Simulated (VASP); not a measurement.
# ZrB in VASP: a series of runs

ZrB is run at these levels: PBEsol; tasks: single point.

Everything below comes from runs of VASP 6.6.1. Logs are shortened: lines on timing, memory, paths and dates and some standing lists are left out, and cuts for length are marked.

### Step 1. The cell of the first run

The structure is tetragonal, space group I4/mmm (No. 139). The conventional cell has a = 3.438 Å, b = 3.438 Å, c = 4.765 Å, α = 90.00°, β = 90.00°, γ = 90.00°. Within 3.1 Å of Zr (site symmetry 4/mmm) lie 6 B at 2.38 to 2.43 Å. B (site symmetry 4/mmm) has 6 Zr at 2.38 to 2.43 Å within 3.1 Å.

### Step 2. Single point, PBEsol (strain along c alone, the other axes held: -2.0 %)

Contents of INCAR:

```
PREC = Accurate ; ENCUT = 520
EDIFF = 1E-7 ; ISMEAR = 0
SIGMA = 0.1 ; LREAL = F
LASPH = T ; NELM = 60
ALGO = Normal ; ISIF = 2
LWAVE = F ; LCHARG = T
GGA = PS ; LELF = T
LVHAR = T ; NBANDS = 23
```

Contents of KPOINTS:

```
Automatic mesh
0
Gamma
  16 16 12
```

Contents of POSCAR:

```
ZrB
1.0
    2.4311025527      2.4311025527      0.0000000000
   -2.4311025527      2.4311025527      0.0000000000
    0.0000000000      0.0000000000      4.7649610033
Zr B
2 2
Direct
    0.0000000000      0.0000000000      0.0000000000
    0.5000000000      0.5000000000      0.5000000000
    0.5000000000      0.5000000000      0.0000000000
    0.0000000000      0.0000000000      0.5000000000
```

Potentials or basis: VASP PAW PBE potentials, release 64 (Zr_sv, B).

Run with:

```sh
> cat potpaw_PBE.64/Zr_sv/POTCAR potpaw_PBE.64/B/POTCAR > POTCAR
> mpirun -np 1 vasp_std > vasp.out
```

OUTCAR:

```text
PREC = Accurate
   ENCUT = 520
   EDIFF = 1E-7
   ISMEAR = 0
   LREAL = F
   LASPH = T
   NELM = 60
   ISIF = 2
   GGA = PS

 ion  position               nearest neighbor table
   1  0.000  0.000  0.000-   4 2.38   4 2.38   3 2.43   3 2.43   3 2.43   3 2.43   2 3.40   2 3.40
                             2 3.40   2 3.40   2 3.40   2 3.40   2 3.40   2 3.40
   2  0.500  0.500  0.500-   3 2.38   3 2.38   4 2.43   4 2.43   4 2.43   4 2.43   1 3.40   1 3.40
                             1 3.40   1 3.40   1 3.40   1 3.40   1 3.40   1 3.40
   3  0.500  0.500  0.000-   2 2.38   2 2.38   1 2.43   1 2.43   1 2.43   1 2.43
   4  0.000  0.000  0.500-   1 2.38   1 2.38   2 2.43   2 2.43   2 2.43   2 2.43

  LATTYP: Found a simple tetragonal cell.
 ALAT       =     3.4380982015
 C/A-ratio  =     1.3859292911

  Lattice vectors:

 A1 = (   2.4311025527,   2.4311025527,   0.0000000000)
 A2 = (  -2.4311025527,   2.4311025527,   0.0000000000)
 A3 = (   0.0000000000,   0.0000000000,   4.7649610033)

Analysis of symmetry for initial positions (statically):
=====================================================================
 Subroutine PRICEL returns following result:

  LATTYP: Found a body centered tetragonal cell.
 ALAT       =     3.4380982015
 C/A-ratio  =     1.3859292911

  Lattice vectors:

 A1 = (   0.0000000000,  -2.4311025527,  -2.3824805017)
 A2 = (   0.0000000000,   2.4311025527,  -2.3824805016)
 A3 = (   2.4311025527,   0.0000000000,   2.3824805016)

   2 primitive cells build up your supercell.

 Routine SETGRP: Setting up the symmetry group for a
 simple tetragonal supercell.

 Subroutine GETGRP returns: Found 16 space group operations
 (whereof 16 operations were pure point group operations)
 out of a pool of 16 trial point group operations.

The static configuration has the point symmetry D_4h.

Analysis of symmetry for dynamics (positions and initial velocities):
=====================================================================
 Subroutine PRICEL returns following result:

  LATTYP: Found a body centered tetragonal cell.
 ALAT       =     3.4380982015
 C/A-ratio  =     1.3859292911

  Lattice vectors:

 A1 = (   0.0000000000,  -2.4311025527,  -2.3824805017)
 A2 = (   0.0000000000,   2.4311025527,  -2.3824805016)
 A3 = (   2.4311025527,   0.0000000000,   2.3824805016)

   2 primitive cells build up your supercell.

 Routine SETGRP: Setting up the symmetry group for a
 simple tetragonal supercell.

 Subroutine GETGRP returns: Found 16 space group operations
 (whereof 16 operations were pure point group operations)
 out of a pool of 16 trial point group operations.

The dynamic configuration has the point symmetry D_4h.

 Subroutine INISYM returns: Found 16 space group operations
 (whereof 16 operations are pure point group operations),
 and found     2 'primitive' translations

----------------------------------------------------------------------------------------

                                     Primitive cell

  volume of cell :      28.1622

  direct lattice vectors                    reciprocal lattice vectors
     0.000000000 -2.431102553 -2.382480502     0.205668000 -0.205668000 -0.209865306
     0.000000000  2.431102553 -2.382480502     0.205668000  0.205668000 -0.209865306
     2.431102553  0.000000000  2.382480502     0.411336000  0.000000000  0.000000000

  length of vectors
     3.403890856  3.403890856  3.403890856     0.358667115  0.358667115  0.411336000

  position of ions in fractional coordinates (direct lattice)
     0.000000000  0.000000000  0.000000000
     0.500000000  0.500000000  0.000000000

  ion indices of the primitive-cell ions
   primitive index   ion index
                 1           1
                 2           4

----------------------------------------------------------------------------------------

 KPOINTS: Automatic mesh

Automatic generation of k-mesh.
 Grid dimensions read from file:
 generate k-points for:   16   16   12

 Generating k-lattice:

  Cartesian coordinates                     Fractional coordinates (reciprocal lattice)
     0.012854250  0.012854250  0.000000000     0.062500000  0.000000000  0.000000000
    -0.012854250  0.012854250  0.000000000     0.000000000  0.062500000  0.000000000
     0.000000000  0.000000000  0.017488776     0.000000000  0.000000000  0.083333333

  Length of vectors
     0.018178655  0.018178655  0.017488776

  Shift w.r.t. Gamma in fractional coordinates (k-lattice)
     0.000000000  0.000000000  0.000000000

 Subroutine IBZKPT returns following result:
 ===========================================

 Found    315 irreducible k-points:

 Following reciprocal coordinates:
            Coordinates               Weight
  0.000000  0.000000  0.000000      1.000000
  0.062500  0.000000  0.000000      4.000000
  0.125000  0.000000  0.000000      4.000000
  0.187500  0.000000  0.000000      4.000000
  0.250000  0.000000  0.000000      4.000000
  0.312500  0.000000  0.000000      4.000000
[... 16 lines left out ...]
  0.437500  0.125000  0.000000      8.000000
  0.500000  0.125000  0.000000      4.000000
 [... further k-points ...]
   k-points           NKPTS =    315   k-points in BZ     NKDIM =    315   number of bands    NBANDS=     23
   number of dos      NEDOS =    301   number of ions     NIONS =      4
   total plane-waves  NPLWV =  28224
   dimension x,y,z NGX =    28 NGY =   28 NGZ =   36
   dimension x,y,z NGXF=    56 NGYF=   56 NGZF=   72
   ions per type =               2   2
   NGX,Y,Z   is equivalent  to a cutoff of  13.54, 13.54, 12.56 a.u.
   NGXF,Y,Z  is equivalent  to a cutoff of  27.08, 27.08, 25.12 a.u.
 SYSTEM =  unknown system
   PREC   = accura    normal or accurate (medium, high low for compatibility)
   ISTART =      0    job   : 0-new  1-cont  2-samecut
   ICHARG =      2    charge: 1-file 2-atom 10-const
   ISPIN  =      1    spin polarized calculation?
   LNONCOLLINEAR =      F non collinear calculations
   LSORBIT =      F    spin-orbit coupling
   LASPH  =      T    aspherical Exc in radial PAW
   ENCUT  =  520.0 eV  38.22 Ry    6.18 a.u.   6.39  6.39  8.86*2*pi/ulx,y,z
   NELM   =     60;   NELMIN=  2; NELMDL= -5     # of ELM steps
   EDIFF  = 0.1E-06   stopping-criterion for ELM
   LREAL  =      F    real-space projection
   EDIFFG = 0.1E-05   stopping-criterion for IOM
   NSW    =      0    number of steps for IOM
   IBRION =     -1    ionic relax: 0-MD 1-quasi-New 2-CG
   NFREE  =      0    steps in history (QN), initial steepest desc. (CG)
   ISIF   =      2    stress and relaxation
   ISYM   =      2    0-nonsym 1-usesym 2-fastsym
   POTIM  = 0.5000    time-step for ionic-motion
   TEBEG  =    0.0;   TEEND  =   0.0 temperature during run
   PSTRESS=    0.0 pullay stress
   NELECT =      30.0000    total number of electrons
   NUPDOWN=      -1.0000    fix difference up-down
   EMIN   =  10.00;   EMAX   =-10.00  energy-range for DOS
   EFERMI =   0.00;   METHOD = LEGACY
   ISMEAR =     0;   SIGMA  =   0.10  broadening in eV -4-tet -1-fermi 0-gaus
   EFERMI_NEDOS =   21; number of points for ismear=-14 and -15
   IALGO  =     38    algorithm
   IMIX   =      4    mixing-type and parameters
     AMIX     =   0.40;   BMIX     =  1.00
     AMIX_MAG =   1.60;   BMIX_MAG =  1.00
  volume/ion in A,a.u.               =      14.08        95.02
  Fermi-wavevector in a.u.,A,eV,Ry     =   1.327038  2.507738 23.960257  1.761029
  Thomas-Fermi vector in A             =   2.456380
   LORBIT       =      0    0 simple, 1 ext, 2 COOP (PROOUT), +10 PAW based schemes
   GGA     = PS    functional components
   LHFCALC =     F    Hartree Fock is set to
   AEXX    =    0.0000 exact exchange contribution
   IVDW    =     0    specifies the selected vdW correction
   LEPSILON=     F    determine dielectric tensor
   LRPA    =     F    only Hartree local field effects (RPA)
 non-spin polarized calculation
 Gauss-broadening in eV      SIGMA  =   0.10
  energy-cutoff  :      520.00
  volume of cell :       56.32
 maximum number of plane-waves:      1536
 NGX is ok and might be reduce to    28
   NGX = 13   NGY = 13   NGZ = 17

 number of electron      30.0000001 magnetization

 Free energy of the ion-electron system (eV)
  ---------------------------------------------------
  ext. energy  EPLUGINS =         0.00000000
  ---------------------------------------------------
  free energy    TOTEN  =       -33.81596658 eV

  energy without entropy =      -33.80455270  energy(sigma->0) =      -33.81025964

 E-fermi :   7.7812     XC(G=0): -11.7971

 val. band max:        7.7755739198   @ k =   0.1875   0.1250   0.0833
 cond. band min:       7.7930625095   @ k =   0.4375   0.2500   0.0000
 fundamental gap:      0.0174885897
 Fermi energy:         7.7811943975

 k-point     1 :       0.0000    0.0000    0.0000
  band No.  band energies     occupation
      1     -39.3809      2.00000
      2     -39.2795      2.00000
      3     -17.8092      2.00000
      4     -17.4605      2.00000
      5     -17.4605      2.00000
      6     -17.2215      2.00000
[... 15 lines left out ...]
     22      11.4251      0.00000
     23      12.6184      0.00000

 k-point     2 :       0.0625    0.0000    0.0000
  band No.  band energies     occupation
      1     -39.3791      2.00000
      2     -39.2796      2.00000
      3     -17.8026      2.00000
      4     -17.4708      2.00000
      5     -17.4567      2.00000
      6     -17.2347      2.00000
[... 15 lines left out ...]
     22      12.1844      0.00000
     23      12.9586      0.00000

 k-point     3 :       0.1250    0.0000    0.0000
  band No.  band energies     occupation
      1     -39.3739      2.00000
      2     -39.2801      2.00000
      3     -17.7831      2.00000
      4     -17.4997      2.00000
      5     -17.4453      2.00000
      6     -17.2786      2.00000
[... 15 lines left out ...]
     22      13.2893      0.00000
     23      13.6292      0.00000

 k-point     4 :       0.1875    0.0000    0.0000
  band No.  band energies     occupation
      1     -39.3656      2.00000
      2     -39.2812      2.00000
      3     -17.7519      2.00000
      4     -17.5417      2.00000
      5     -17.4275      2.00000
      6     -17.3444      2.00000
[... 15 lines left out ...]
     22      13.3870      0.00000
     23      14.0367      0.00000

 k-point     5 :       0.2500    0.0000    0.0000
  band No.  band energies     occupation
      1     -39.3551      2.00000
      2     -39.2832      2.00000
      3     -17.7104      2.00000
      4     -17.5890      2.00000
      5     -17.4228      2.00000
      6     -17.4046      2.00000
[... 15 lines left out ...]
     22      13.7278      0.00000
     23      14.1286      0.00000

 k-point     6 :       0.3125    0.0000    0.0000
  band No.  band energies     occupation
      1     -39.3432      2.00000
      2     -39.2867      2.00000
      3     -17.6609      2.00000
      4     -17.6326      2.00000
      5     -17.5033      2.00000
      6     -17.3783      2.00000
[... 15 lines left out ...]
     22      14.1739      0.00000
     23      14.2475      0.00000

 k-point     7 :       0.3750    0.0000    0.0000
  band No.  band energies     occupation
      1     -39.3309      2.00000
      2     -39.2919      2.00000
      3     -17.6641      2.00000
      4     -17.6056      2.00000
      5     -17.5757      2.00000
      6     -17.3796      2.00000
[... 353 lines left out ...]
     22      13.5264      0.00000
     23      13.9907      0.00000

 k-point    21 :       0.3125    0.1250    0.0000
  band No.  band energies     occupation
      1     -39.3378      2.00000
      2     -39.2855      2.00000
      3     -17.6440      2.00000
      4     -17.6365      2.00000
      5     -17.5191      2.00000
      6     -17.4048      2.00000
[... 15 lines left out ...]
     22      14.0709      0.00000
     23      14.1001      0.00000

 k-point    22 :       0.3750    0.1250    0.0000
  band No.  band energies     occupation
      1     -39.3261      2.00000
      2     -39.2901      2.00000
      3     -17.6691      2.00000
      4     -17.5924      2.00000
      5     -17.5889      2.00000
      6     -17.3834      2.00000
[... 15 lines left out ...]
     22      14.1122      0.00000
     23      14.5410      0.00000

 k-point    23 :       0.4375    0.1250    0.0000
  band No.  band energies     occupation
      1     -39.3149      2.00000
      2     -39.2965      2.00000
      3     -17.6833      2.00000
      4     -17.6426      2.00000
      5     -17.5382      2.00000
      6     -17.4316      2.00000
[... 15 lines left out ...]
     22      14.0936      0.00000
     23      14.8017      0.00000

 k-point    24 :       0.5000    0.1250    0.0000
  band No.  band energies     occupation
      1     -39.3048      2.00000
      2     -39.3048      2.00000
      3     -17.6749      2.00000
      4     -17.6749      2.00000
      5     -17.4839      2.00000
      6     -17.4839      2.00000
[... 15 lines left out ...]
     22      14.0039      0.00000
     23      14.9616      0.00000

 [... further k-points ...]

------------------------ aborting loop because EDIFF is reached ----------------------------------------

  FORCE on cell =-STRESS in cart. coord.  units (eV):
  Direction    XX          YY          ZZ          XY          YZ          ZX
  --------------------------------------------------------------------------------------
  -------------------------------------------------------------------------------------
  Total        0.5678244      0.5678244      3.0065157      0.0000000      0.0000000      0.0000000
  in kB       16.1520894     16.1520894     85.5220606      0.0000000      0.0000000      0.0000000
  external PRESSURE =      39.2754131 kB  Pullay stress =       0.0000000 kB

 VOLUME and BASIS-vectors are now :
 -----------------------------------------------------------------------------
  energy-cutoff  :      520.00
  volume of cell :       56.32
      direct lattice vectors                 reciprocal lattice vectors
     2.431102553  2.431102553  0.000000000     0.205668000  0.205668000  0.000000000
    -2.431102553  2.431102553  0.000000000    -0.205668000  0.205668000  0.000000000
     0.000000000  0.000000000  4.764961003     0.000000000  0.000000000  0.209865306

 POSITION                                       TOTAL-FORCE (eV/Angst)
 -----------------------------------------------------------------------------------
      0.00000      0.00000      0.00000        -0.000000      0.000000     -0.000000
      0.00000      2.43110      2.38248         0.000000      0.000000      0.000000
      0.00000      2.43110      0.00000        -0.000000     -0.000000     -0.000000
      0.00000      0.00000      2.38248        -0.000000     -0.000000     -0.000000
 -----------------------------------------------------------------------------------
    total drift:                               -0.000000      0.000000      0.000000

  FREE ENERGIE OF THE ION-ELECTRON SYSTEM (eV)
  ---------------------------------------------------
  free  energy   TOTEN  =       -33.8159665830 eV

  energy  without entropy=      -33.8045527005  energy(sigma->0) =      -33.81025964
```

Run time: 12 min. Hardware: 1 thread of Intel Xeon 8259CL, shared host; peak memory 0.45 GiB.

What came out:

```yaml
Free_energy: -33.8160 eV
Pressure: 3.9 GPa
Band_gap_on_the_k_mesh: zero (bands 15 and 16 overlap by 3.40 eV)
```

Stress tensor (GPa, compression positive):
```
1.62 0.00 0.00
0.00 1.62 0.00
0.00 0.00 8.55
```

Caveat: the cell differs from its parent crystal (strain along c alone, the other axes held: -2.0 %); the stress differs along the axes, from 2 to 9 GPa; the PAW data sets were made with another functional, which shifts forces and pressure a little.

### Step 3. Single point, PBEsol

This run uses another cell than the first one, of 14.37 Å³/atom.

Contents of INCAR:

```
SYSTEM = ZrB
  ALGO = Normal
  EDIFF = 1E-6
  ENCUT = 520
  GGA = PS
  ISIF = 2
  ISMEAR = 0
  LASPH = .TRUE.
  LCHARG = .FALSE.
  LREAL = .FALSE.
  LWAVE = .FALSE.
  NBANDS = 23
  NELM = 60
  PREC = Accurate
  SIGMA = 0.1
```

Contents of KPOINTS:

```
k-points
0
G
  16 16 12
  0 0 0
```

POSCAR, as its differences from that of step 2:

```diff
@@ -4,3 +4,3 @@
    -2.4311025527      2.4311025527      0.0000000000
-    0.0000000000      0.0000000000      4.7649610033
+    0.0000000000      0.0000000000      4.8622051054
 Zr B
```

Potentials or basis: VASP PAW PBE potentials, release 64 (Zr_sv, B).

Run with:

```sh
> cat potpaw_PBE.64/Zr_sv/POTCAR potpaw_PBE.64/B/POTCAR > POTCAR
> mpirun -np 1 vasp_std > vasp.out
```

Wall time 9 min (1 thread of Intel Xeon 8259CL, shared host); peak memory 0.45 GiB.

It converged, with:

* Free energy: -33.8473 eV
* Pressure: 0.2 GPa
* Band gap on the k mesh: zero (bands 15 and 16 overlap by 3.33 eV)

Levels at points of the mesh, in eV from the Fermi level:
```
           k point  band 12  band 13  band 14  band 15  band 16  band 17  band 18  band 19  band 20  band 21
(0.00, 0.00, 0.00)    -0.72     1.74     1.74     1.74     2.14     2.14     3.22     3.22     3.52     3.52
(0.50, 0.00, 0.00)    -2.46    -0.91    -0.91    -0.78    -0.78     3.63     3.63     5.30     5.30     6.01
(0.50, 0.50, 0.00)    -0.86    -0.72    -0.72     2.14     2.14     2.14     2.14     4.71     4.71     5.91
(0.00, 0.00, 0.50)    -1.49     0.20     0.20     1.34     1.34     1.34     1.34     3.89     3.89     5.89
(0.50, 0.00, 0.50)    -3.89    -1.19    -1.19    -1.19    -1.19     4.95     4.95     4.95     4.95     6.28
(0.50, 0.50, 0.50)    -1.07    -1.07    -1.07    -0.90    -0.90     4.56     4.56     4.56     4.56     5.91
```

Caveat: the PAW data sets were made with another functional, which shifts forces and pressure a little.
